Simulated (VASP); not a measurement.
# Ag (Fd-3m) in VASP: a series of runs, part 2 of 2

VASP 6.6.1. Earlier steps stand in the parts before.

**3. Single point, r2SCAN**

This run uses another cell than the first one, of 20.56 Å³/atom, 1.075 times its volume.

Input file POSCAR:

```
Ag
1.0
    0.0000000000      2.7394942691      2.7394942691
    2.7394942691      0.0000000000      2.7394942691
    2.7394942691      2.7394942691      0.0000000000
Ag
2
Direct
    0.0000000000      0.0000000000      0.0000000000
    0.2500000000      0.2500000000      0.2500000000
```

Input file INCAR.step1:

```
ALGO     = Normal         # electronic algorithm
EDIFF    = 1E-4           # SCF threshold, eV
ENCUT    = 520            # plane-wave cutoff, eV
GGA      = PE             # functional
ISMEAR   = -1             # smearing method
LASPH    = True           # aspherical terms in the spheres
LCHARG   = False          # write CHGCAR
LREAL    = False          # projectors in reciprocal space
LWAVE    = True           # write WAVECAR
NBANDS   = 18             # bands
NELM     = 100            # most SCF steps
PREC     = Accurate       # precision mode
SIGMA    = 0.1            # smearing width, eV
```

Input file INCAR.step2:

```
ALGO     = Normal         # electronic algorithm
EDIFF    = 1E-6           # SCF threshold, eV
ENCUT    = 520            # plane-wave cutoff, eV
ISIF     = 2              # what is computed and relaxed
ISMEAR   = -1             # smearing method
ISTART   = 1            
LASPH    = True           # aspherical terms in the spheres
LCHARG   = True           # write CHGCAR
LELF     = True           # ELF
LMIXTAU  = True         
LREAL    = False          # projectors in reciprocal space
LVHAR    = True         
LWAVE    = False          # write WAVECAR
METAGGA  = R2SCAN         # meta-GGA
NBANDS   = 18             # bands
NELM     = 100            # most SCF steps
PREC     = Accurate       # precision mode
SIGMA    = 0.1            # smearing width, eV
```

Input file KPOINTS:

```
k-points
0
Gamma
  8 8 8
```

Potentials or basis: VASP PAW PBE potentials, release 64 (Ag).

Run with:

```bash
> cat potpaw_PBE.64/Ag/POTCAR > POTCAR
> cp INCAR.step1 INCAR
> mpirun -np 1 vasp_std > vasp.out
> cp INCAR.step2 INCAR
> mpirun -np 1 vasp_std > vasp.out
```

OUTCAR:

```text
EDIFF = 1E-6
   ENCUT = 520
   ISIF = 2
   ISMEAR = -1
   ISTART = 1
   LASPH = True
   LREAL = False
   METAGGA = R2SCAN
   NELM = 100
   PREC = Accurate

 ion  position               nearest neighbor table
   1  0.000  0.000  0.000-   2 2.37   2 2.37   2 2.37   2 2.37
   2  0.250  0.250  0.250-   1 2.37   1 2.37   1 2.37   1 2.37

  LATTYP: Found a face centered cubic cell.
 ALAT       =     5.4789885382

  Lattice vectors:

 A1 = (   0.0000000000,   2.7394942691,   2.7394942691)
 A2 = (   2.7394942691,   0.0000000000,   2.7394942691)
 A3 = (   2.7394942691,   2.7394942691,   0.0000000000)

Analysis of symmetry for initial positions (statically):
=====================================================================
 Subroutine PRICEL returns:
 Original cell was already a primitive cell.

 Routine SETGRP: Setting up the symmetry group for a
 face centered cubic supercell.

 Subroutine GETGRP returns: Found 48 space group operations
 (whereof 24 operations were pure point group operations)
 out of a pool of 48 trial point group operations.

The static configuration has the point symmetry T_d .
 The point group associated with its full space group is O_h .

Analysis of symmetry for dynamics (positions and initial velocities):
=====================================================================
 Subroutine PRICEL returns:
 Original cell was already a primitive cell.

 Routine SETGRP: Setting up the symmetry group for a
 face centered cubic supercell.

 Subroutine GETGRP returns: Found 48 space group operations
 (whereof 24 operations were pure point group operations)
 out of a pool of 48 trial point group operations.

The dynamic configuration has the point symmetry T_d .
 The point group associated with its full space group is O_h .

 Subroutine INISYM returns: Found 48 space group operations
 (whereof 24 operations are pure point group operations),
[... 105 lines left out ...]
   TEBEG  =    0.0;   TEEND  =   0.0 temperature during run
   PSTRESS=    0.0 pullay stress
   NELECT =      22.0000    total number of electrons
   NUPDOWN=      -1.0000    fix difference up-down
   EMIN   =  10.00;   EMAX   =-10.00  energy-range for DOS
   EFERMI =   0.00;   METHOD = LEGACY
   ISMEAR =    -1;   SIGMA  =   0.10  broadening in eV -4-tet -1-fermi 0-gaus
   EFERMI_NEDOS =   21; number of points for ismear=-14 and -15
   IALGO  =     38    algorithm
   IMIX   =      4    mixing-type and parameters
     AMIX     =   0.40;   BMIX     =  1.00
     AMIX_MAG =   1.60;   BMIX_MAG =  1.00
  volume/ion in A,a.u.               =      20.56       138.74
  Fermi-wavevector in a.u.,A,eV,Ry     =   1.329032  2.511506 24.032313  1.766325
  Thomas-Fermi vector in A             =   2.458225
   LORBIT       =      0    0 simple, 1 ext, 2 COOP (PROOUT), +10 PAW based schemes
   METAGGA = R2SCAN    functional components
   LHFCALC =     F    Hartree Fock is set to
   AEXX    =    0.0000 exact exchange contribution
   IVDW    =     0    specifies the selected vdW correction
   LEPSILON=     F    determine dielectric tensor
   LRPA    =     F    only Hartree local field effects (RPA)
 non-spin polarized calculation
  energy-cutoff  :      520.00
  volume of cell :       41.12
 maximum number of plane-waves:      1124
 NGX is ok and might be reduce to    30
   NGX = 15   NGY = 15   NGZ = 15

 number of electron      22.0000003 magnetization

 Free energy of the ion-electron system (eV)
  ---------------------------------------------------
  ext. energy  EPLUGINS =         0.00000000
  ---------------------------------------------------
  free energy    TOTEN  =       -39.93814688 eV

  energy without entropy =      -39.92308521  energy(sigma->0) =      -39.93061604

 E-fermi :   6.1663     XC(G=0): -11.4717

 val. band max:        5.9491816105   @ k =  -0.3750   0.3750   0.1250
 cond. band min:       6.1943196719   @ k =   0.5000   0.1250   0.0000
 fundamental gap:      0.2451380614
 Fermi energy:         6.1663246674

 k-point     1 :       0.0000    0.0000    0.0000
  band No.  band energies     occupation
      1      -0.5175      2.00000
      2      -0.2104      2.00000
      3      -0.2104      2.00000
      4      -0.0564      2.00000
      5      -0.0564      2.00000
      6      -0.0564      2.00000
[... 481 lines left out ...]
      5       0.7661      2.00000
      6       0.8363      2.00000
[... 10 lines left out ...]
     17      22.4588      0.00000
     18      22.7534      0.00000

 [... further k-points ...]
[... 5 lines left out ...]
  --------------------------------------------------------------------------------------
  -------------------------------------------------------------------------------------
  Total        7.7738585      7.7738585      7.7738585      0.0000000     -0.0000000     -0.0000000
  in kB      302.9047102    302.9047102    302.9047102      0.0000000     -0.0000000     -0.0000000
  external PRESSURE =     302.9047102 kB  Pullay stress =       0.0000000 kB

 VOLUME and BASIS-vectors are now :
 -----------------------------------------------------------------------------
  energy-cutoff  :      520.00
  volume of cell :       41.12
      direct lattice vectors                 reciprocal lattice vectors
     0.000000000  2.739494269  2.739494269    -0.182515439  0.182515439  0.182515439
     2.739494269  0.000000000  2.739494269     0.182515439 -0.182515439  0.182515439
     2.739494269  2.739494269  0.000000000     0.182515439  0.182515439 -0.182515439

 POSITION                                       TOTAL-FORCE (eV/Angst)
 -----------------------------------------------------------------------------------
      0.00000      0.00000      0.00000         0.000000      0.000000     -0.000000
      1.36975      1.36975      1.36975        -0.000000     -0.000000      0.000000
 -----------------------------------------------------------------------------------
    total drift:                                0.000000     -0.000000      0.000000

  FREE ENERGIE OF THE ION-ELECTRON SYSTEM (eV)
  ---------------------------------------------------
  free  energy   TOTEN  =       -39.9381468782 eV

  energy  without entropy=      -39.9230852058  energy(sigma->0) =      -39.93061604
```

OSZICAR.step1:

```text
N       E                     dE             d eps       ncg     rms          rms(c)
DAV:   1     0.131267596415E+03    0.13127E+03   -0.11336E+04  1060   0.117E+03
DAV:   2    -0.677292400213E+00   -0.13194E+03   -0.12544E+03  1082   0.263E+02
DAV:   3    -0.294155818562E+01   -0.22643E+01   -0.22582E+01  1204   0.397E+01
DAV:   4    -0.295241676869E+01   -0.10859E-01   -0.10857E-01  1216   0.260E+00
DAV:   5    -0.295256312312E+01   -0.14635E-03   -0.14635E-03  1146   0.319E-01    0.114E+01
DAV:   6    -0.263688838835E+01    0.31567E+00   -0.82111E-01  1194   0.876E+00    0.748E+00
DAV:   7    -0.260967096118E+01    0.27217E-01   -0.17305E-02  1138   0.116E+00    0.329E+00
DAV:   8    -0.260344672139E+01    0.62242E-02   -0.17126E-03  1112   0.354E-01    0.575E-02
DAV:   9    -0.260347928193E+01   -0.32561E-04   -0.15499E-05   644   0.311E-02
   1 F= -.26034793E+01 E0= -.25957212E+01  d E =-.155162E-01
```

Wall time 44 s (1 thread of Intel Xeon 6975P-C (Granite Rapids), shared host); peak memory 0.17 GiB.

What came out:

* Free energy: -39.9381 eV
* Pressure: 30.3 GPa
* Band gap on the k mesh: zero (band 11 reaches 7.15 eV, above the bottom of band 12 at 5.63 eV)

Caveat: the PAW data sets were made with another functional, which shifts forces and pressure a little.

**4. Single point, r2SCAN**

This run uses another cell than the first one, of 22.84 Å³/atom, 1.194 times its volume.

Input file POSCAR:

```
Ag
1.0
    0.0000000000      2.8371071690      2.8371071690
    2.8371071690      0.0000000000      2.8371071690
    2.8371071690      2.8371071690      0.0000000000
Ag
2
Direct
    0.0000000000      0.0000000000      0.0000000000
    0.2500000000      0.2500000000      0.2500000000
```

Input file INCAR.step1:

```
SYSTEM = Ag
  PREC = Accurate
  ENCUT = 520
  ISMEAR = -1
  SIGMA = 0.1
  LREAL = .FALSE.
  LASPH = .TRUE.
  NELM = 100
  NBANDS = 18
  GGA = PE
  ALGO = Normal
  EDIFF = 1E-4
  LWAVE = .TRUE.
  LCHARG = .FALSE.
```

Input file INCAR.step2:

```
SYSTEM = Ag
  PREC = Accurate
  ENCUT = 520
  EDIFF = 1E-7
  ISMEAR = -1
  SIGMA = 0.1
  LREAL = .FALSE.
  LASPH = .TRUE.
  NELM = 100
  ALGO = Normal
  ISIF = 2
  LWAVE = .FALSE.
  LCHARG = .TRUE.
  METAGGA = R2SCAN
  LMIXTAU = .TRUE.
  LELF = .TRUE.
  LVHAR = .TRUE.
  NBANDS = 18
  ISTART = 1
```

Input file KPOINTS:

```
Automatic mesh
0
G
  8 8 8
  0 0 0
```

Potentials or basis: VASP PAW PBE potentials, release 64 (Ag).

Run with:

```bash
> cat potpaw_PBE.64/Ag/POTCAR > POTCAR
> cp INCAR.step1 INCAR
> mpirun -np 1 vasp_std > vasp.out
> cp INCAR.step2 INCAR
> mpirun -np 1 vasp_std > vasp.out
```

OUTCAR:

```text
SYSTEM = Ag
   PREC = Accurate
   ENCUT = 520
   EDIFF = 1E-7
   ISMEAR = -1
   LREAL = .FALSE.
   LASPH = .TRUE.
   NELM = 100
   ISIF = 2
   METAGGA = R2SCAN
   ISTART = 1

 ion  position               nearest neighbor table
   1  0.000  0.000  0.000-   2 2.46   2 2.46   2 2.46   2 2.46
   2  0.250  0.250  0.250-   1 2.46   1 2.46   1 2.46   1 2.46

  LATTYP: Found a face centered cubic cell.
 ALAT       =     5.6742143380

  Lattice vectors:

[... 192 lines left out ...]
      4      -0.7328      2.00000
      5      -0.7328      2.00000
      6      -0.7328      2.00000
[... 481 lines left out ...]
      5      -0.0072      2.00000
      6       0.0381      2.00000
[... 10 lines left out ...]
     17      20.5079      0.00000
     18      20.6068      0.00000

 [... further k-points ...]
[... 5 lines left out ...]
  --------------------------------------------------------------------------------------
  -------------------------------------------------------------------------------------
  Total        4.3397970      4.3397970      4.3397970      0.0000000      0.0000000     -0.0000000
  in kB      152.2378974    152.2378974    152.2378974      0.0000000      0.0000000     -0.0000000
  external PRESSURE =     152.2378974 kB  Pullay stress =       0.0000000 kB

 VOLUME and BASIS-vectors are now :
 -----------------------------------------------------------------------------
  energy-cutoff  :      520.00
  volume of cell :       45.67
      direct lattice vectors                 reciprocal lattice vectors
     0.000000000  2.837107169  2.837107169    -0.176235852  0.176235852  0.176235852
     2.837107169  0.000000000  2.837107169     0.176235852 -0.176235852  0.176235852
     2.837107169  2.837107169  0.000000000     0.176235852  0.176235852 -0.176235852

 POSITION                                       TOTAL-FORCE (eV/Angst)
 -----------------------------------------------------------------------------------
      0.00000      0.00000      0.00000         0.000000      0.000000      0.000000
      1.41855      1.41855      1.41855        -0.000000     -0.000000     -0.000000
 -----------------------------------------------------------------------------------
    total drift:                                0.000000     -0.000000      0.000000

  FREE ENERGIE OF THE ION-ELECTRON SYSTEM (eV)
  ---------------------------------------------------
  free  energy   TOTEN  =       -40.5667136141 eV

  energy  without entropy=      -40.5496554141  energy(sigma->0) =      -40.55818451
```

OSZICAR.step1:

```text
N       E                     dE             d eps       ncg     rms          rms(c)
DAV:   1     0.123178312259E+03    0.12318E+03   -0.11152E+04  1084   0.114E+03
DAV:   2    -0.167367405848E+01   -0.12485E+03   -0.11812E+03  1064   0.253E+02
DAV:   3    -0.360454975289E+01   -0.19309E+01   -0.19254E+01  1232   0.362E+01
DAV:   4    -0.361392407909E+01   -0.93743E-02   -0.93736E-02  1164   0.236E+00
DAV:   5    -0.361405938340E+01   -0.13530E-03   -0.13530E-03  1226   0.299E-01    0.847E+00
DAV:   6    -0.332081130729E+01    0.29325E+00   -0.86387E-01  1172   0.880E+00    0.574E+00
DAV:   7    -0.330434005581E+01    0.16471E-01   -0.12867E-02  1142   0.918E-01    0.287E+00
DAV:   8    -0.329904112553E+01    0.52989E-02   -0.11336E-03  1116   0.266E-01    0.379E-02
DAV:   9    -0.329906834467E+01   -0.27219E-04   -0.20655E-05   626   0.354E-02
   1 F= -.32990683E+01 E0= -.32903140E+01  d E =-.175087E-01
```

Run time: 45 s. Hardware: 1 thread of Intel Xeon 6975P-C (Granite Rapids), shared host; peak memory 0.17 GiB.

What came out:

| Quantity | Value |
| --- | --- |
| Free energy | -40.5667 eV |
| Pressure | 15.2 GPa |
| Band gap on the k mesh | zero (band 11 reaches 5.83 eV, above the bottom of band 12 at 4.32 eV) |

Levels at points of the mesh, in eV from the Fermi level:
```tsv
k point	band 9	band 10	band 11	band 12	band 13	band 14
(0.00, 0.00, 0.00)	-3.79	-2.83	-2.83	10.93	10.93	10.93
(0.50, 0.00, 0.00)	-2.93	-2.93	-1.19	-0.64	7.70	7.70
(0.50, 0.50, 0.00)	-2.76	-2.76	0.36	0.36	3.95	3.95
```

Caveat: the PAW data sets were made with another functional, which shifts forces and pressure a little.

**5. Single point, r2SCAN**

This run uses another cell than the first one, of 28.29 Å³/atom, 1.480 times its volume.

Input file POSCAR:

```
Ag
1.0
    0.0000000000      3.0471690300      3.0471690300
    3.0471690300      0.0000000000      3.0471690300
    3.0471690300      3.0471690300      0.0000000000
Ag
2
Direct
    0.0000000000      0.0000000000      0.0000000000
    0.2500000000      0.2500000000      0.2500000000
```

Input file INCAR.step1:

```
PREC = Accurate
ENCUT = 520
ISMEAR = -1
SIGMA = 0.1
LREAL = F
LASPH = T
NELM = 80
NBANDS = 18
GGA = PE
ALGO = Normal
EDIFF = 1E-4
LWAVE = T
LCHARG = F
```

Input file INCAR.step2:

```
PREC = Accurate
ENCUT = 520
EDIFF = 1E-7
ISMEAR = -1
SIGMA = 0.1
LREAL = F
LASPH = T
NELM = 80
ALGO = Normal
ISIF = 2
LWAVE = F
LCHARG = T
METAGGA = R2SCAN
LMIXTAU = T
LELF = T
LVHAR = T
NBANDS = 18
ISTART = 1
```

Input file KPOINTS:

```
Automatic mesh
0
Gamma
  8 8 8
```

Run with:

```bash
> cat potpaw_PBE.64/Ag/POTCAR > POTCAR
> cp INCAR.step1 INCAR
> mpirun -np 1 vasp_std > vasp.out
> cp INCAR.step2 INCAR
> mpirun -np 1 vasp_std > vasp.out
```

Wall time 37 s (1 thread of Intel Xeon 6975P-C (Granite Rapids), shared host); peak memory 0.19 GiB.

The run converged. Its results:

* Free energy: -40.9830 eV
* Pressure: 0.1 GPa
* Band gap on the k mesh: zero (band 11 reaches 3.60 eV, above the bottom of band 12 at 2.38 eV)

Levels at points of the mesh, in eV from the Fermi level:
| k point | band 7 | band 8 | band 9 | band 10 | band 11 | band 12 | band 13 | band 14 | band 15 | band 16 |
| --- | --- | --- | --- | --- | --- | --- | --- | --- | --- | --- |
| (0.00, 0.00, 0.00) | -3.55 | -3.55 | -3.55 | -2.94 | -2.94 | 9.19 | 9.19 | 9.19 | 9.79 | 9.79 |
| (0.50, 0.00, 0.00) | -3.44 | -3.44 | -2.98 | -2.98 | -0.94 | -0.69 | 6.60 | 6.60 | 9.49 | 9.79 |
| (0.50, 0.50, 0.00) | -3.82 | -3.82 | -2.86 | -2.86 | 0.14 | 0.14 | 3.68 | 3.68 | 7.32 | 7.32 |

Caveat: the PAW data sets were made with another functional, which shifts forces and pressure a little.

**6. Relaxation of cell and atoms, r2SCAN**

This run uses another cell than the first one, of 22.19 Å³/atom, 1.161 times its volume.

Input file POSCAR:

```
Ag
1.0
    0.0000000000      2.8100000000      2.8100000000
    2.8100000000      0.0000000000      2.8100000000
    2.8100000000      2.8100000000      0.0000000000
Ag
2
Direct
    0.0000000000      0.0000000000      0.0000000000
    0.2500000000      0.2500000000      0.2500000000
```

Input file INCAR.step1:

```
PREC = Accurate
ENCUT = 600
ISMEAR = -1
SIGMA = 0.1
LREAL = False
LASPH = True
NELM = 60
GGA = PE
ALGO = Normal
EDIFF = 1E-4
LWAVE = True
LCHARG = False
```

Input file INCAR.step2:

```
PREC = Accurate
ENCUT = 600
EDIFF = 1E-6
ISMEAR = -1
SIGMA = 0.1
LREAL = False
LASPH = True
NELM = 60
ALGO = Normal
ISIF = 3
LWAVE = False
LCHARG = False
METAGGA = R2SCAN
LMIXTAU = True
IBRION = 2
NSW = 80
EDIFFG = -0.02
ISTART = 1
```

KPOINTS is that of step 5.

Potentials or basis: VASP PAW PBE potentials, release 64 (Ag).

Run with:

```bash
> cat potpaw_PBE.64/Ag/POTCAR > POTCAR
> cp INCAR.step1 INCAR
> mpirun -np 1 vasp_std > vasp.out
> cp INCAR.step2 INCAR
> mpirun -np 1 vasp_std > vasp.out
```

It took 1.8 min on 1 thread of Intel Xeon 6975P-C (Granite Rapids), shared host; peak memory 0.2 GiB.

It converged, with:

```
Free energy                            : -40.9769 eV
Relaxed volume                         : 28.38 Å³/atom
Relaxed cell                           : a = 4.314 Å, b = 4.314 Å, c = 4.314 Å, α = 60.00°, β = 60.00°, γ = 60.00°
Space group after relaxing (to 0.05 Å) : Fd-3m (No. 227)
Energy gained by relaxing              : 274.2 meV/atom
Ionic steps                            : 4
Pressure after relaxing                : -0.1 GPa
Band gap on the k mesh                 : zero (band 11 reaches 3.57 eV, above the bottom of band 12 at 2.36 eV)
```

The path:
```csv
step,energy change (eV),largest force (eV/Å),pressure (GPa),volume (Å³)
1,0.0000,0.0000,18.70,44.38
2,-0.4780,0.0000,-3.08,63.17
3,-0.5481,0.0000,0.25,56.31
4,-0.5484,0.0000,-0.08,56.76
```

Final structure:
```
Ag
1.0
     0.00000    3.05029    3.05029
     3.05029    0.00000    3.05029
     3.05029    3.05029    0.00000
Ag
2
Direct
  0.00000 0.00000 0.00000
  0.25000 0.25000 0.25000
```

Levels at points of the mesh, in eV from the Fermi level:
| k point | band 8 | band 9 | band 10 | band 11 | band 12 | band 13 | band 14 | band 15 |
| --- | --- | --- | --- | --- | --- | --- | --- | --- |
| (0.00, 0.00, 0.00) | -3.55 | -3.55 | -2.94 | -2.94 | 9.16 | 9.16 | 9.16 | 9.77 |
| (0.50, 0.00, 0.00) | -3.44 | -2.98 | -2.98 | -0.94 | -0.68 | 6.59 | 6.59 | 9.48 |
| (0.50, 0.50, 0.00) | -3.81 | -2.86 | -2.86 | 0.14 | 0.14 | 3.67 | 3.67 | 7.30 |

Caveat: the volume moved by over 15 % at a fixed basis, so the end points are rough; the PAW data sets were made with another functional, which shifts forces and pressure a little.

**7. Summary**

| task | cell | cutoff (eV) | gap on the mesh (eV) | pressure (GPa) |
| --- | --- | --- | --- | --- |
| single point | a = 3.782 Å, angles 60.0°, 2 atoms | 520 | none | 45.3 |
| single point | a = 3.874 Å, angles 60.0°, 2 atoms | 520 | none | 30.3 |
| single point | a = 4.012 Å, angles 60.0°, 2 atoms | 520 | none | 15.2 |
| single point | a = 4.309 Å, angles 60.0°, 2 atoms | 520 | none | 0.1 |
| relaxation of cell and atoms | relaxed from a = 3.974 Å, angles 60.0°, 2 atoms | 600 | none | -0.1 |

Alike in all rows: level r2SCAN; potentials or basis VASP PAW PBE potentials, release 64 (Ag); no spin polarisation; k mesh 8 × 8 × 8; smearing fermi-dirac 0.1 eV.

Caveats: the PAW data sets were made with another functional, which shifts forces and pressure a little; the volume moved by over 15 % at a fixed basis, so the end points are rough (some runs).

Absolute energies hang on the potentials; compare differences alone.
